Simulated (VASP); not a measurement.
# Te (P6/mmm) in VASP: further runs

The runs below take Te through relaxation of cell and atoms, single point, with PBEsol.

Program: VASP 6.6.1. These are calculated values, not measurements. Logs are shortened: lines on timing, memory, paths and dates and some standing lists are left out, and cuts for length are marked.

### 1 The cell of the first run

It takes space group P6/mmm (No. 191, hexagonal). Conventional cell: a = 5.452 Å, b = 5.452 Å, c = 3.165 Å, α = 90.00°, β = 90.00°, γ = 120.00°. Te (site symmetry 6/mmm) has 14 Te at 3.17 to 3.52 Å within 4.2 Å. Within 4.1 Å of Te (site symmetry -6m2) lie 11 Te at 3.15 to 3.52 Å.

This isn't the form of Te at room conditions, which is trigonal, of chains.

### 2 Relaxation of cell and atoms, PBEsol

INCAR reads:

```
SYSTEM = Te
PREC = Accurate
ENCUT = 600
EDIFF = 1E-6
ISMEAR = 0
SIGMA = 0.1
LREAL = .False.
LASPH = .True.
NELM = 80
ALGO = Normal
ISIF = 3
LWAVE = .False.
LCHARG = .False.
GGA = PS
IBRION = 2
NSW = 90
EDIFFG = -0.04
```

KPOINTS reads:

```
Automatic mesh
0
Gamma
  6 6 6
  0 0 0
```

POSCAR reads:

```
Te
1.0
    5.4515801719      0.0000000000      0.0000000000
   -2.7257900860      4.7212069196      0.0000000000
    0.0000000000      0.0000000000      3.1651492076
Te
3
Direct
    0.0000000000      0.0000000000      0.0000000000
    0.3333333333      0.6666666667      0.5000000000
    0.6666666667      0.3333333333      0.5000000000
```

Potentials or basis: VASP PAW PBE potentials, release 64 (Te).

Run with:

```
$ cat potpaw_PBE.64/Te/POTCAR > POTCAR
$ mpirun -np 1 vasp_std > vasp.out
```

OUTCAR:

```text
SYSTEM = Te
   PREC = Accurate
   ENCUT = 600
   EDIFF = 1E-6
   ISMEAR = 0
   LREAL = .False.
   LASPH = .True.
   NELM = 80
   ISIF = 3
   GGA = PS
   IBRION = 2
   NSW = 90
   EDIFFG = -0.04

 ion  position               nearest neighbor table
   1  0.000  0.000  0.000-   2 3.52   3 3.52   2 3.52   3 3.52   2 3.52   2 3.52   3 3.52   3 3.52
                             3 3.52   3 3.52   2 3.52   2 3.52
   2  0.333  0.667  0.500-   3 3.15   3 3.15   3 3.15   1 3.52   1 3.52   1 3.52   1 3.52   1 3.52
                             1 3.52
   3  0.667  0.333  0.500-   2 3.15   2 3.15   2 3.15   1 3.52   1 3.52   1 3.52   1 3.52   1 3.52
                             1 3.52

  LATTYP: Found a hexagonal cell.
 ALAT       =     5.4515801719
 C/A-ratio  =     0.5805929855

  Lattice vectors:

 A1 = (   5.4515801719,   0.0000000000,   0.0000000000)
 A2 = (  -2.7257900860,   4.7212069196,   0.0000000000)
 A3 = (   0.0000000000,   0.0000000000,   3.1651492076)

Analysis of symmetry for initial positions (statically):
=====================================================================
 Subroutine PRICEL returns:
 Original cell was already a primitive cell.

 Routine SETGRP: Setting up the symmetry group for a
 hexagonal supercell.

 Subroutine GETGRP returns: Found 24 space group operations
 (whereof 24 operations were pure point group operations)
 out of a pool of 24 trial point group operations.

The static configuration has the point symmetry D_6h.

Analysis of symmetry for dynamics (positions and initial velocities):
=====================================================================
 Subroutine PRICEL returns:
 Original cell was already a primitive cell.

 Routine SETGRP: Setting up the symmetry group for a
 hexagonal supercell.

 Subroutine GETGRP returns: Found 24 space group operations
 (whereof 24 operations were pure point group operations)
 out of a pool of 24 trial point group operations.

The dynamic configuration has the point symmetry D_6h.

 Subroutine INISYM returns: Found 24 space group operations
 (whereof 24 operations are pure point group operations),
 and found     1 'primitive' translations

----------------------------------------------------------------------------------------

                                     Primitive cell

  volume of cell :      81.4647

  direct lattice vectors                    reciprocal lattice vectors
     5.451580172  0.000000000  0.000000000     0.183433054  0.105905123  0.000000000
    -2.725790086  4.721206920  0.000000000     0.000000000  0.211810246  0.000000000
     0.000000000  0.000000000  3.165149208     0.000000000  0.000000000  0.315940872

  length of vectors
     5.451580172  5.451580172  3.165149208     0.211810246  0.211810246  0.315940872

  position of ions in fractional coordinates (direct lattice)
     0.000000000  0.000000000  0.000000000
     0.333333333  0.666666667  0.500000000
     0.666666667  0.333333333  0.500000000

  ion indices of the primitive-cell ions
   primitive index   ion index
                 1           1
                 2           2
                 3           3

----------------------------------------------------------------------------------------

 KPOINTS: Automatic mesh

Automatic generation of k-mesh.
 Grid dimensions read from file:
 generate k-points for:    6    6    6

 Generating k-lattice:

  Cartesian coordinates                     Fractional coordinates (reciprocal lattice)
     0.030572176  0.017650854  0.000000000     0.166666667  0.000000000  0.000000000
     0.000000000  0.035301708  0.000000000     0.000000000  0.166666667  0.000000000
     0.000000000  0.000000000  0.052656812     0.000000000  0.000000000  0.166666667

  Length of vectors
     0.035301708  0.035301708  0.052656812

  Shift w.r.t. Gamma in fractional coordinates (k-lattice)
     0.000000000  0.000000000  0.000000000

 Subroutine IBZKPT returns following result:
 ===========================================

 Found     28 irreducible k-points:

 Following reciprocal coordinates:
            Coordinates               Weight
  0.000000  0.000000  0.000000      1.000000
  0.166667 -0.000000  0.000000      6.000000
  0.333333 -0.000000  0.000000      6.000000
  0.500000  0.000000  0.000000      3.000000
  0.166667  0.166667  0.000000      6.000000
  0.333333  0.166667  0.000000     12.000000
[... 16 lines left out ...]
  0.166667 -0.000000  0.500000      6.000000
  0.333333 -0.000000  0.500000      6.000000
 [... further k-points ...]
   k-points           NKPTS =     28   k-points in BZ     NKDIM =     28   number of bands    NBANDS=     13
   number of dos      NEDOS =    301   number of ions     NIONS =      3
   total plane-waves  NPLWV =  64512
   dimension x,y,z NGX =    48 NGY =   48 NGZ =   28
   dimension x,y,z NGXF=    96 NGYF=   96 NGZF=   56
   ions per type =               3
   NGX,Y,Z   is equivalent  to a cutoff of  14.64, 14.64, 14.71 a.u.
   NGXF,Y,Z  is equivalent  to a cutoff of  29.28, 29.28, 29.41 a.u.
 SYSTEM =  Te
   PREC   = accura    normal or accurate (medium, high low for compatibility)
   ISTART =      0    job   : 0-new  1-cont  2-samecut
   ICHARG =      2    charge: 1-file 2-atom 10-const
   ISPIN  =      1    spin polarized calculation?
   LNONCOLLINEAR =      F non collinear calculations
   LSORBIT =      F    spin-orbit coupling
   LASPH  =      T    aspherical Exc in radial PAW
   ENCUT  =  600.0 eV  44.10 Ry    6.64 a.u.  10.89 10.89  6.32*2*pi/ulx,y,z
   NELM   =     80;   NELMIN=  2; NELMDL= -5     # of ELM steps
   EDIFF  = 0.1E-05   stopping-criterion for ELM
   LREAL  =      F    real-space projection
   EDIFFG = -.4E-01   stopping-criterion for IOM
   NSW    =     90    number of steps for IOM
   IBRION =      2    ionic relax: 0-MD 1-quasi-New 2-CG
   NFREE  =      1    steps in history (QN), initial steepest desc. (CG)
   ISIF   =      3    stress and relaxation
   ISYM   =      2    0-nonsym 1-usesym 2-fastsym
   POTIM  = 0.5000    time-step for ionic-motion
   TEBEG  =    0.0;   TEEND  =   0.0 temperature during run
   PSTRESS=    0.0 pullay stress
   NELECT =      18.0000    total number of electrons
   NUPDOWN=      -1.0000    fix difference up-down
   EMIN   =  10.00;   EMAX   =-10.00  energy-range for DOS
   EFERMI =   0.00;   METHOD = LEGACY
   ISMEAR =     0;   SIGMA  =   0.10  broadening in eV -4-tet -1-fermi 0-gaus
   EFERMI_NEDOS =   21; number of points for ismear=-14 and -15
   IALGO  =     38    algorithm
   IMIX   =      4    mixing-type and parameters
     AMIX     =   0.40;   BMIX     =  1.00
     AMIX_MAG =   1.60;   BMIX_MAG =  1.00
  volume/ion in A,a.u.               =      27.15       183.25
  Fermi-wavevector in a.u.,A,eV,Ry     =   0.989713  1.870286 13.327330  0.979531
  Thomas-Fermi vector in A             =   2.121331
   LORBIT       =      0    0 simple, 1 ext, 2 COOP (PROOUT), +10 PAW based schemes
   GGA     = PS    functional components
   LHFCALC =     F    Hartree Fock is set to
   AEXX    =    0.0000 exact exchange contribution
   IVDW    =     0    specifies the selected vdW correction
   LEPSILON=     F    determine dielectric tensor
   LRPA    =     F    only Hartree local field effects (RPA)
 conjugate gradient relaxation of ions
 non-spin polarized calculation
 Gauss-broadening in eV      SIGMA  =   0.10
  energy-cutoff  :      600.00
  volume of cell :       81.46
 maximum number of plane-waves:      2738
 NGX is ok and might be reduce to    48
   NGX = 21   NGY = 21   NGZ = 13

--------------------------------------- Ionic step        1  -------------------------------------------

 number of electron      17.9999999 magnetization

 Free energy of the ion-electron system (eV)
  ---------------------------------------------------
  ext. energy  EPLUGINS =         0.00000000
  ---------------------------------------------------
  free energy    TOTEN  =        -9.76954353 eV

  energy without entropy =       -9.75164474  energy(sigma->0) =       -9.76059413

------------------------ aborting loop because EDIFF is reached ----------------------------------------

  FORCE on cell =-STRESS in cart. coord.  units (eV):
  Direction    XX          YY          ZZ          XY          YZ          ZX
  --------------------------------------------------------------------------------------
  -------------------------------------------------------------------------------------
  Total        0.4713283      0.4713283     -0.1097263     -0.0000000      0.0000000      0.0000000
  in kB        9.2696735      9.2696735     -2.1580012     -0.0000000      0.0000000      0.0000000
  external PRESSURE =       5.4604486 kB  Pullay stress =       0.0000000 kB
[... 133 lines left out ...]
  energy  without entropy=       -9.7590550778  energy(sigma->0) =       -9.76833263

--------------------------------------- Ionic step        5  -------------------------------------------

 number of electron      18.0000000 magnetization

 Free energy of the ion-electron system (eV)
  ---------------------------------------------------
  ext. energy  EPLUGINS =         0.00000000
  ---------------------------------------------------
  free energy    TOTEN  =        -9.77908351 eV

  energy without entropy =       -9.76135148  energy(sigma->0) =       -9.77021750

 E-fermi :   8.2747     XC(G=0): -10.3390

 val. band max:        8.2351074274   @ k =   0.3333   0.1667   0.3333
 cond. band min:       8.2852342757   @ k =   0.3333   0.1667   0.5000
 fundamental gap:      0.0501268482
 Fermi energy:         8.2746887963

 k-point     1 :       0.0000    0.0000    0.0000
  band No.  band energies     occupation
      1      -6.0416      2.00000
      2      -2.6683      2.00000
      3      -2.6196      2.00000
      4       3.3581      2.00000
      5       3.3581      2.00000
      6       3.7225      2.00000
      7       3.7225      2.00000
      8       9.4833      0.00000
      9      10.8911      0.00000
     10      10.8911      0.00000
     11      12.2602      0.00000
     12      12.4313      0.00000
     13      14.1048      0.00000
[... 353 lines left out ...]
 k-point    24 :       0.3333   -0.0000    0.5000
  band No.  band energies     occupation
      1      -2.8846      2.00000
      2      -1.7104      2.00000
      3      -1.3167      2.00000
      4       2.4229      2.00000
      5       3.0004      2.00000
      6       3.7660      2.00000
      7       4.7424      2.00000
      8       6.6455      2.00000
      9       6.6614      2.00000
     10       8.1177      1.97357
     11       9.2913      0.00000
     12       9.3480      0.00000
     13      12.6609      0.00000

 [... further k-points ...]
[... 5 lines left out ...]
  --------------------------------------------------------------------------------------
  -------------------------------------------------------------------------------------
  Total        0.0204466      0.0204466     -0.0136190     -0.0000000     -0.0000000      0.0000000
  in kB        0.3977147      0.3977147     -0.2649090     -0.0000000     -0.0000000      0.0000000
  external PRESSURE =       0.1768401 kB  Pullay stress =       0.0000000 kB
[... 18 lines left out ...]
  FREE ENERGIE OF THE ION-ELECTRON SYSTEM (eV)
  ---------------------------------------------------
  free  energy   TOTEN  =        -9.7790835104 eV

  energy  without entropy=       -9.7613514843  energy(sigma->0) =       -9.77021750

 reached required accuracy - stopping structural energy minimisation
```

Run time: 2.2 min. Hardware: 1 thread of Intel Xeon Platinum 8488C (Sapphire Rapids), shared host; peak memory 0.25 GiB.

Results:

```
Free energy                           : -9.7791 eV
Relaxed volume                        : 27.46 Å³/atom
Relaxed cell                          : a = 5.539 Å, b = 5.539 Å, c = 3.100 Å, α = 90.00°, β = 90.00°, γ = 120.00°
Space group after relaxing (to 0.1 Å) : P6/mmm (No. 191)
Energy gained by relaxing             : 3.2 meV/atom
Ionic steps                           : 5
Pressure after relaxing               : 0.0 GPa
Band gap on the k mesh                : zero (bands 9 and 10 overlap by 4.76 eV)
```

Step by step:
```tsv
step	energy change (eV)	largest force (eV/Å)	pressure (GPa)	volume (Å³)
1	0.0000	0.0000	0.55	81.46
2	-0.0042	0.0000	-0.27	82.56
3	-0.0043	0.0000	-0.39	82.75
4	-0.0081	0.0000	-0.18	82.56
5	-0.0095	0.0000	0.02	82.37
```

Final structure:
```yaml
crystal:
  lattice:
    - [5.53876, 0.00000, 0.00000]
    - [-2.76938, 4.79671, 0.00000]
    - [0.00000, 0.00000, 3.10030]
  atoms:
    - { symbol: Te, position: [0.00000, 0.00000, 0.00000] }
    - { symbol: Te, position: [0.33333, 0.66667, 0.50000] }
    - { symbol: Te, position: [0.66667, 0.33333, 0.50000] }
```

Caveat: the PAW data sets were made with another functional, which shifts forces and pressure a little; spin-orbit coupling is left out, which moves the levels of the heavy elements.

### 3 Single point, PBEsol

This run uses another cell than the first one, of 27.58 Å³/atom.

INCAR reads:

```
ALGO = Normal ; EDIFF = 1E-7
ENCUT = 520 ; GGA = PS
ISIF = 2 ; ISMEAR = 0
LASPH = True ; LCHARG = False
LREAL = False ; LWAVE = False
NBANDS = 16 ; NELM = 100
PREC = Accurate ; SIGMA = 0.1
```

KPOINTS reads:

```
k-points
0
Gamma
  12 12 16
```

POSCAR reads:

```
Te
1.0
    5.5498744669      0.0000000000      0.0000000000
   -2.7749372335      4.8063322762      0.0000000000
    0.0000000000      0.0000000000      3.1023386277
Te
3
Direct
    0.0000000000      0.0000000000      0.0000000000
    0.3333333333      0.6666666667      0.5000000000
    0.6666666667      0.3333333333      0.5000000000
```

Potentials or basis: VASP PAW PBE potentials, release 64 (Te).

Run with:

```
$ cat potpaw_PBE.64/Te/POTCAR > POTCAR
$ mpirun -np 1 vasp_std > vasp.out
```

OUTCAR:

```text
EDIFF = 1E-7
   ENCUT = 520
   GGA = PS
   ISIF = 2
   ISMEAR = 0
   LASPH = True
   LREAL = False
   NELM = 100
   PREC = Accurate

 ion  position               nearest neighbor table
   1  0.000  0.000  0.000-   2 3.56   3 3.56   2 3.56   3 3.56   3 3.56   3 3.56   2 3.56   2 3.56
                             3 3.56   3 3.56   2 3.56   2 3.56
   2  0.333  0.667  0.500-   3 3.20   3 3.20   3 3.20   1 3.56   1 3.56   1 3.56   1 3.56   1 3.56
                             1 3.56
[... 650 lines left out ...]
     15      16.0772      0.00000
     16      16.9796      0.00000

 [... further k-points ...]
[... 5 lines left out ...]
  --------------------------------------------------------------------------------------
  -------------------------------------------------------------------------------------
  Total       -0.0185728     -0.0185728      0.0171576      0.0000000     -0.0000000      0.0000000
  in kB       -0.3595851     -0.3595851      0.3321855      0.0000000     -0.0000000      0.0000000
  external PRESSURE =      -0.1289949 kB  Pullay stress =       0.0000000 kB

 VOLUME and BASIS-vectors are now :
 -----------------------------------------------------------------------------
  energy-cutoff  :      520.00
  volume of cell :       82.75
      direct lattice vectors                 reciprocal lattice vectors
     5.549874467  0.000000000  0.000000000     0.180184256  0.104029429  0.000000000
    -2.774937234  4.806332276  0.000000000     0.000000000  0.208058857  0.000000000
     0.000000000  0.000000000  3.102338628     0.000000000  0.000000000  0.322337475

 POSITION                                       TOTAL-FORCE (eV/Angst)
 -----------------------------------------------------------------------------------
      0.00000      0.00000      0.00000        -0.000000      0.000000      0.000000
     -0.00000      3.20422      1.55117        -0.000000     -0.000000      0.000000
      2.77494      1.60211      1.55117         0.000000      0.000000      0.000000
 -----------------------------------------------------------------------------------
    total drift:                               -0.000000      0.000000     -0.000000

  FREE ENERGIE OF THE ION-ELECTRON SYSTEM (eV)
  ---------------------------------------------------
  free  energy   TOTEN  =        -9.8185992764 eV

  energy  without entropy=       -9.8077824146  energy(sigma->0) =       -9.81319085
```

Wall time 3.3 min (1 thread of Intel Xeon Platinum 8488C (Sapphire Rapids), shared host); peak memory 0.32 GiB.

Results:

```
Free energy            : -9.8186 eV
Pressure               : 0.0 GPa
Band gap on the k mesh : zero (bands 9 and 10 overlap by 5.02 eV)
```

Levels at points of the mesh, in eV from the Fermi level:
```tsv
k point	band 5	band 6	band 7	band 8	band 9	band 10	band 11	band 12	band 13	band 14
(0.00, 0.00, 0.00)	-4.91	-4.53	-4.53	1.23	2.57	2.57	3.97	4.19	5.86	8.55
(0.50, 0.00, 0.00)	-2.94	-2.63	-0.53	-0.35	0.11	2.41	2.59	3.66	5.14	7.28
(0.00, 0.00, 0.50)	-4.34	-3.86	-3.02	-3.02	-1.32	-1.32	-0.42	-0.42	2.93	2.93
(0.50, 0.00, 0.50)	-5.43	-4.69	-3.65	-1.68	-0.61	0.39	0.58	1.59	5.10	5.37
```

Caveat: the PAW data sets were made with another functional, which shifts forces and pressure a little; spin-orbit coupling is left out, which moves the levels of the heavy elements.

The gap in the log of VASP goes by the Fermi energy; the results here count the filled bands.